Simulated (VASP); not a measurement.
InSe:

```
CELL_PARAMETERS angstrom
5.70745 -2.01271 0.00000
5.70745 2.01271 0.00000
-1.68806 0.00000 4.67395
ATOMIC_POSITIONS crystal
In 0.88820 0.88820 0.04684
In 0.11180 0.11180 0.95316
Se 0.66093 0.66093 0.66896
Se 0.33907 0.33907 0.33104
```

Base run:

- Program: VASP 6.6.1
- Functional: PBEsol
- Potentials or basis: VASP PAW PBE potentials, release 64 (In_d, Se)
- Cutoff: 520 eV
- k mesh: 7 × 7 × 6
- Occupations: fermi-dirac, width 0.05 eV
- Spin: no spin polarisation

Its results: band gap on the k mesh 1.17 eV, indirect (least direct gap 1.35 eV); pressure 2.4 GPa; largest force 0.604 eV/Å.

Problem. The run is repeated on the same cell with these changes: functional from PBEsol to r2SCAN. What comes out?

Solution. Band gap on the k mesh 1.62 eV, indirect (least direct gap 1.84 eV); pressure 3.8 GPa; largest force 0.546 eV/Å.

r2SCAN gives the wider gap, since meta-GGAs in the generalised Kohn-Sham scheme recover part of the derivative discontinuity.

Caveats: the PAW data sets were made with another functional, which shifts forces and pressure a little; spin-orbit coupling is left out, which moves the levels of the heavy elements.

A k mesh can miss the band edges.
